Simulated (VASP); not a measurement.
# SrVO3 (Pm-3m) in VASP: a series of runs

The runs below take SrVO3 through relaxation of cell and atoms, single point, with revPBE, RPBE, PBE.

All numbers are computed with VASP 6.6.1; they aren't measurements. Logs are shortened: lines on timing, memory, paths and dates and some standing lists are left out, and cuts for length are marked.

### Step 1. The cell of the first run

Symmetry: Pm-3m, No. 221, cubic system. The conventional cell has a = 3.841 Å, b = 3.841 Å, c = 3.841 Å, α = 90.00°, β = 90.00°, γ = 90.00°. Sr (site symmetry m-3m) has 12 O at 2.72 Å and 8 V at 3.33 Å within 3.6 Å. Within 2.5 Å of V (site symmetry m-3m) lie 6 O at 1.92 Å. O (site symmetry 4/mmm) has 2 V at 1.92 Å within 2.5 Å.

### Step 2. Relaxation of cell and atoms, revPBE, collinear spin, ferromagnetic start

Input file INCAR:

```
SYSTEM = SrVO3
PREC = Accurate
ENCUT = 600
EDIFF = 1E-6
ISMEAR = -1
SIGMA = 0.05
LREAL = .False.
LASPH = .True.
NELM = 150
ALGO = Normal
ISIF = 3
LWAVE = .False.
LCHARG = .False.
ISPIN = 2
MAGMOM = 0 2 0 0 0
LORBIT = 11
LMAXMIX = 4
GGA = RE
IBRION = 2
NSW = 60
EDIFFG = -0.01
```

Input file KPOINTS:

```
regular mesh
0
Gamma
  5 5 5
  0 0 0
```

Input file POSCAR:

```
SrVO3
1.0
    3.8409000000      0.0000000000      0.0000000000
    0.0000000000      3.8409000000      0.0000000000
    0.0000000000      0.0000000000      3.8409000000
Sr V O
1 1 3
Direct
    0.5000000000      0.5000000000      0.5000000000
    0.0000000000      0.0000000000      0.0000000000
    0.0000000000      0.0000000000      0.5000000000
    0.0000000000      0.5000000000      0.0000000000
    0.5000000000      0.0000000000      0.0000000000
```

Potentials or basis: VASP PAW PBE potentials, release 64 (Sr_sv, V_sv, O).

Command:

```console
$ cat potpaw_PBE.64/Sr_sv/POTCAR potpaw_PBE.64/V_sv/POTCAR potpaw_PBE.64/O/POTCAR > POTCAR
$ mpirun -np 1 vasp_std > vasp.out
```

OUTCAR:

```text
SYSTEM = SrVO3
   PREC = Accurate
   ENCUT = 600
   EDIFF = 1E-6
   ISMEAR = -1
   LREAL = .False.
   LASPH = .True.
   NELM = 150
   ISIF = 3
   ISPIN = 2
   LORBIT = 11
   GGA = RE
   IBRION = 2
   NSW = 60
   EDIFFG = -0.01

 ion  position               nearest neighbor table
   1  0.500  0.500  0.500-   3 2.72   4 2.72   5 2.72   4 2.72   5 2.72   3 2.72   5 2.72   5 2.72
                             3 2.72   4 2.72   4 2.72   3 2.72   2 3.33   2 3.33   2 3.33   2 3.33
   2  0.000  0.000  0.000-   3 1.92   4 1.92   5 1.92   3 1.92   4 1.92   5 1.92   1 3.33   1 3.33
                             1 3.33   1 3.33   1 3.33   1 3.33   1 3.33   1 3.33
   3  0.000  0.000  0.500-   2 1.92   2 1.92   1 2.72   1 2.72   1 2.72   1 2.72
   4  0.000  0.500  0.000-   2 1.92   2 1.92   1 2.72   1 2.72   1 2.72   1 2.72
   5  0.500  0.000  0.000-   2 1.92   2 1.92   1 2.72   1 2.72   1 2.72   1 2.72

  LATTYP: Found a simple cubic cell.
 ALAT       =     3.8409000000

  Lattice vectors:

 A1 = (   3.8409000000,   0.0000000000,   0.0000000000)
 A2 = (   0.0000000000,   3.8409000000,   0.0000000000)
 A3 = (   0.0000000000,   0.0000000000,   3.8409000000)

Analysis of symmetry for initial positions (statically):
=====================================================================
 Subroutine PRICEL returns:
 Original cell was already a primitive cell.

 Routine SETGRP: Setting up the symmetry group for a
 simple cubic supercell.

 Subroutine GETGRP returns: Found 48 space group operations
 (whereof 48 operations were pure point group operations)
 out of a pool of 48 trial point group operations.

The static configuration has the point symmetry O_h .

Analysis of symmetry for dynamics (positions and initial velocities):
=====================================================================
 Subroutine PRICEL returns:
 Original cell was already a primitive cell.

 Routine SETGRP: Setting up the symmetry group for a
 simple cubic supercell.

 Subroutine GETGRP returns: Found 48 space group operations
 (whereof 48 operations were pure point group operations)
 out of a pool of 48 trial point group operations.

The dynamic configuration has the point symmetry O_h .

Analysis of structural, dynamic, and magnetic symmetry:
=====================================================================
 Subroutine PRICEL returns:
 Original cell was already a primitive cell.

 Routine SETGRP: Setting up the symmetry group for a
 simple cubic supercell.

 Subroutine GETGRP returns: Found 48 space group operations
 (whereof 48 operations were pure point group operations)
 out of a pool of 48 trial point group operations.

The overall configuration has the point symmetry O_h .

 Subroutine INISYM returns: Found 48 space group operations
 (whereof 48 operations are pure point group operations),
 and found     1 'primitive' translations

----------------------------------------------------------------------------------------

                                     Primitive cell

  volume of cell :      56.6629

  direct lattice vectors                    reciprocal lattice vectors
     3.840900000  0.000000000  0.000000000     0.260355646  0.000000000  0.000000000
     0.000000000  3.840900000  0.000000000     0.000000000  0.260355646  0.000000000
     0.000000000  0.000000000  3.840900000     0.000000000  0.000000000  0.260355646

  length of vectors
     3.840900000  3.840900000  3.840900000     0.260355646  0.260355646  0.260355646

  position of ions in fractional coordinates (direct lattice)
     0.500000000  0.500000000  0.500000000
     0.000000000  0.000000000  0.000000000
     0.000000000  0.000000000  0.500000000
     0.000000000  0.500000000  0.000000000
     0.500000000  0.000000000  0.000000000

  ion indices of the primitive-cell ions
   primitive index   ion index
                 1           1
                 2           2
                 3           3
                 4           4
                 5           5

----------------------------------------------------------------------------------------

 KPOINTS: regular mesh

Automatic generation of k-mesh.
 Grid dimensions read from file:
 generate k-points for:    5    5    5

 Generating k-lattice:

  Cartesian coordinates                     Fractional coordinates (reciprocal lattice)
     0.052071129  0.000000000  0.000000000     0.200000000  0.000000000  0.000000000
     0.000000000  0.052071129  0.000000000     0.000000000  0.200000000  0.000000000
     0.000000000  0.000000000  0.052071129     0.000000000  0.000000000  0.200000000

  Length of vectors
     0.052071129  0.052071129  0.052071129

  Shift w.r.t. Gamma in fractional coordinates (k-lattice)
     0.000000000  0.000000000  0.000000000

 Subroutine IBZKPT returns following result:
 ===========================================

 Found     10 irreducible k-points:

 Following reciprocal coordinates:
            Coordinates               Weight
  0.000000  0.000000  0.000000      1.000000
  0.200000  0.000000  0.000000      6.000000
  0.400000  0.000000  0.000000      6.000000
  0.200000  0.200000  0.000000     12.000000
  0.400000  0.200000  0.000000     24.000000
  0.400000  0.400000  0.000000     12.000000
  0.200000  0.200000  0.200000      8.000000
  0.400000  0.200000  0.200000     24.000000
  0.400000  0.400000  0.200000     24.000000
  0.400000  0.400000  0.400000      8.000000
   k-points           NKPTS =     10   k-points in BZ     NKDIM =     10   number of bands    NBANDS=     25
   number of dos      NEDOS =    301   number of ions     NIONS =      5
   total plane-waves  NPLWV =  32768
   dimension x,y,z NGX =    32 NGY =   32 NGZ =   32
   dimension x,y,z NGXF=    64 NGYF=   64 NGZF=   64
   ions per type =               1   1   3
   NGX,Y,Z   is equivalent  to a cutoff of  13.85, 13.85, 13.85 a.u.
   NGXF,Y,Z  is equivalent  to a cutoff of  27.70, 27.70, 27.70 a.u.
 SYSTEM =  SrVO3
   PREC   = accura    normal or accurate (medium, high low for compatibility)
   ISTART =      0    job   : 0-new  1-cont  2-samecut
   ICHARG =      2    charge: 1-file 2-atom 10-const
   ISPIN  =      2    spin polarized calculation?
   LNONCOLLINEAR =      F non collinear calculations
   LSORBIT =      F    spin-orbit coupling
   LASPH  =      T    aspherical Exc in radial PAW
   ENCUT  =  600.0 eV  44.10 Ry    6.64 a.u.   7.67  7.67  7.67*2*pi/ulx,y,z
   NELM   =    150;   NELMIN=  2; NELMDL= -5     # of ELM steps
   EDIFF  = 0.1E-05   stopping-criterion for ELM
   LREAL  =      F    real-space projection
   EDIFFG = -.1E-01   stopping-criterion for IOM
   NSW    =     60    number of steps for IOM
   IBRION =      2    ionic relax: 0-MD 1-quasi-New 2-CG
   NFREE  =      1    steps in history (QN), initial steepest desc. (CG)
   ISIF   =      3    stress and relaxation
   ISYM   =      2    0-nonsym 1-usesym 2-fastsym
   POTIM  = 0.5000    time-step for ionic-motion
   TEBEG  =    0.0;   TEEND  =   0.0 temperature during run
   PSTRESS=    0.0 pullay stress
   NELECT =      41.0000    total number of electrons
   NUPDOWN=      -1.0000    fix difference up-down
   EMIN   =  10.00;   EMAX   =-10.00  energy-range for DOS
   EFERMI =   0.00;   METHOD = LEGACY
   ISMEAR =    -1;   SIGMA  =   0.05  broadening in eV -4-tet -1-fermi 0-gaus
   EFERMI_NEDOS =   21; number of points for ismear=-14 and -15
   IALGO  =     38    algorithm
   IMIX   =      4    mixing-type and parameters
     AMIX     =   0.40;   BMIX     =  1.00
     AMIX_MAG =   1.60;   BMIX_MAG =  1.00
  volume/ion in A,a.u.               =      11.33        76.48
  Fermi-wavevector in a.u.,A,eV,Ry     =   1.469726  2.777380 29.389880  2.160095
  Thomas-Fermi vector in A             =   2.585069
   LORBIT       =     11    0 simple, 1 ext, 2 COOP (PROOUT), +10 PAW based schemes
   GGA     = RE    functional components
   LHFCALC =     F    Hartree Fock is set to
   AEXX    =    0.0000 exact exchange contribution
   IVDW    =     0    specifies the selected vdW correction
   LEPSILON=     F    determine dielectric tensor
   LRPA    =     F    only Hartree local field effects (RPA)
 conjugate gradient relaxation of ions
 spin polarized calculation
  energy-cutoff  :      600.00
  volume of cell :       56.66
 maximum number of plane-waves:      1908
 NGX is ok and might be reduce to    32
   NGX = 15   NGY = 15   NGZ = 15

--------------------------------------- Ionic step        1  -------------------------------------------

 number of electron      40.9999997 magnetization       0.7599855

 Free energy of the ion-electron system (eV)
  ---------------------------------------------------
  ext. energy  EPLUGINS =         0.00000000
  ---------------------------------------------------
  free energy    TOTEN  =       -37.41546146 eV

  energy without entropy =      -37.40163422  energy(sigma->0) =      -37.40854784

------------------------ aborting loop because EDIFF is reached ----------------------------------------

  FORCE on cell =-STRESS in cart. coord.  units (eV):
  Direction    XX          YY          ZZ          XY          YZ          ZX
  --------------------------------------------------------------------------------------
  -------------------------------------------------------------------------------------
  Total        2.7021507      2.7021507      2.7021507     -0.0000000      0.0000000      0.0000000
  in kB       76.4048888     76.4048888     76.4048888     -0.0000000      0.0000000      0.0000000
  external PRESSURE =      76.4048888 kB  Pullay stress =       0.0000000 kB
[... 63 lines left out ...]
  energy  without entropy=      -37.4182946302  energy(sigma->0) =      -37.42606769

--------------------------------------- Ionic step        3  -------------------------------------------

 number of electron      40.9999987 magnetization       0.7626826

 Free energy of the ion-electron system (eV)
  ---------------------------------------------------
  ext. energy  EPLUGINS =         0.00000000
  ---------------------------------------------------
  free energy    TOTEN  =       -37.47090042 eV

  energy without entropy =      -37.45641439  energy(sigma->0) =      -37.46365741

 E-fermi :   5.8247     XC(G=0): -11.1696

 val. band max:        5.8238122502   @ k =   0.2000   0.2000   0.2000
 cond. band min:       5.8450032195   @ k =   0.4000   0.2000   0.2000
 fundamental gap:      0.0211909693
 Fermi energy:         5.8247495936

 spin component 1

 k-point     1 :       0.0000    0.0000    0.0000
  band No.  band energies     occupation
      1     -60.4153      1.00000
      2     -34.1709      1.00000
      3     -34.1709      1.00000
      4     -34.1709      1.00000
      5     -28.6882      1.00000
      6     -13.5944      1.00000
[... 269 lines left out ...]
     24      10.5752      0.00000
     25      10.5752      0.00000
 Fermi energy:         5.8247495936

 spin component 2

 k-point     1 :       0.0000    0.0000    0.0000
  band No.  band energies     occupation
      1     -59.6311      1.00000
      2     -33.3954      1.00000
      3     -33.3954      1.00000
      4     -33.3954      1.00000
      5     -28.6881      1.00000
      6     -13.5846      1.00000
[... 301 lines left out ...]
  FREE ENERGIE OF THE ION-ELECTRON SYSTEM (eV)
  ---------------------------------------------------
  free  energy   TOTEN  =       -37.4709004182 eV

  energy  without entropy=      -37.4564143929  energy(sigma->0) =      -37.46365741

 reached required accuracy - stopping structural energy minimisation

 total charge

# of ion       s       p       d       tot
------------------------------------------
    1        1.999   5.818   0.198   8.015
    2        2.269   6.318   2.889  11.476
    3        1.563   3.473   0.000   5.036
    4        1.563   3.473   0.000   5.036
    5        1.563   3.473   0.000   5.036
--------------------------------------------------
tot          8.958  22.555   3.087  34.600

 magnetization (x)

# of ion       s       p       d       tot
------------------------------------------
    1       -0.000  -0.001   0.002   0.001
    2        0.005   0.006   0.723   0.735
    3       -0.001  -0.009   0.000  -0.009
    4       -0.001  -0.009   0.000  -0.009
    5       -0.001  -0.009   0.000  -0.009
--------------------------------------------------
tot          0.003  -0.021   0.725   0.708
```

Run time: 62 s. Hardware: 1 thread of Intel Xeon Platinum 8488C (Sapphire Rapids), shared host; peak memory 0.23 GiB.

Results:

| Item | Value |
| --- | --- |
| Free energy | -37.4709 eV |
| Relaxed volume | 11.82 Å³/atom |
| Relaxed cell | a = 3.895 Å, b = 3.895 Å, c = 3.895 Å, α = 90.00°, β = 90.00°, γ = 90.00° |
| Space group after relaxing (to 0.1 Å) | Pm-3m (No. 221) |
| Energy gained by relaxing | 11.1 meV/atom |
| Ionic steps | 3 |
| Pressure after relaxing | 0.0 GPa |
| Net moment | 0.76 μB per cell |
| Site moments | Sr +0.00; V +0.73; O -0.01 μB |
| Valence electrons inside the program's atomic spheres | Sr 8.02; V 11.48; O 5.04 |

The path:
```csv
step,energy change (eV),largest force (eV/Å),pressure (GPa),volume (Å³)
1,0.0000,0.0000,7.64,56.66
2,-0.0184,0.0000,-5.40,61.21
3,-0.0554,0.0000,-0.01,59.09
```

Final structure:
```yaml
crystal:
  lattice:
    - [3.89504, 0.00000, 0.00000]
    - [0.00000, 3.89504, 0.00000]
    - [0.00000, 0.00000, 3.89504]
  atoms:
    - { symbol: Sr, position: [0.50000, 0.50000, 0.50000] }
    - { symbol: V, position: [0.00000, 0.00000, 0.00000] }
    - { symbol: O, position: [0.00000, 0.00000, 0.50000] }
    - { symbol: O, position: [0.00000, 0.50000, 0.00000] }
    - { symbol: O, position: [0.50000, 0.00000, 0.00000] }
```

Caveat: the PAW data sets were made with another functional, which shifts forces and pressure a little; semilocal functionals often make such compounds metallic where correlation or magnetic order opens a gap, which also shifts bond lengths.

(Continued in part 2 of 2.)
